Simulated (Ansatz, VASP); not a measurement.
One calculation of Be2C, two programs

POSCAR

```
Be2C
1.0
    2.1143598744      2.1143598744      0.0000000000
   -2.1143598744      2.1143598744      0.0000000000
    0.0000000000      2.1143598744      2.1143598744
Be C
2 1
Direct
    0.2500000000      0.7500000000      0.5000000000
    0.7500000000      0.2500000000      0.5000000000
    0.0000000000      0.0000000000      0.0000000000
```

INCAR.step1

```
ALGO = Normal
EDIFF = 1E-5
ENCUT = 660
GGA = PE
GGA_COMPAT = False
ISMEAR = 0
LASPH = True
LCHARG = False
LREAL = False
LWAVE = True
NBANDS = 11
NELM = 120
PREC = Accurate
SIGMA = 0.01
```

File INCAR.step2:

```
ALGO = Normal
EDIFF = 1E-6
ENCUT = 660
GGA_COMPAT = False
ISIF = 2
ISMEAR = 0
ISTART = 1
LASPH = True
LCHARG = True
LELF = True
LMIXTAU = True
LREAL = False
LVHAR = True
LWAVE = False
METAGGA = R2SCAN
NBANDS = 11
NELM = 120
PREC = Accurate
SIGMA = 0.01
```

The input KPOINTS:

```
k-points
0
Gamma
  10 10 10
```

Input for Ansatz:

```yaml
crystal:
  lattice:
    - [2.11435987445, 2.11435987445, 0.0]
    - [-2.11435987445, 2.11435987445, 0.0]
    - [0.0, 2.11435987445, 2.11435987445]
  atoms:
    - { symbol: Be, position: [0.25, 0.75, 0.5] }
    - { symbol: Be, position: [0.75, 0.25, 0.5] }
    - { symbol: C, position: [0.0, 0.0, 0.0] }
kpoints:
  mp_grid: { grid: [10, 10, 10] }
scf:
  occupations: { method: fixed }
  convergence: { dr2_threshold: 1.0e-10 }
hamiltonian:
  xc: r2scan
  pseudopotentials: { kind: paw }
output:
  forces: true
  stress: true
  eigenstates:
    kpoints:
      - [0.0, 0.0, 0.0]
      - [-0.5, 0.5, 0.0]
      - [-0.5, -0.5, -0.5]
      - [0.0, 0.0, -0.5]
      - [0.0, -0.5, -0.5]
      - [0.0, 0.5, 0.0]
      - [-0.5, 0.0, 0.0]
      - [-0.5, 0.0, -0.5]
  eigenvalues: true
```

Alike in both runs: task single point; functional r2SCAN; k mesh 10 × 10 × 10; no spin polarisation.

```csv
,VASP,Ansatz
version,VASP 6.6.1,Ansatz 0.2.0
potentials or method,"VASP PAW PBE potentials, release 64 (Be, C)","PAW with Ansatz's default frozen-core files, scalar-relativistic"
plane-wave cutoff (eV),660,500
occupations,"gaussian, width 0.01 eV",fixed
valence electrons in the cell,8,8
```

|  | VASP | Ansatz | Ansatz less VASP |
| --- | --- | --- | --- |
| gap on the k mesh at the Fermi level (eV) | 1.56 | 1.56 | +0.007 |
| pressure (GPa) | 15.8 | 15.0 | -0.84 |

VASP's potentials were made for PBE, not for r2SCAN.
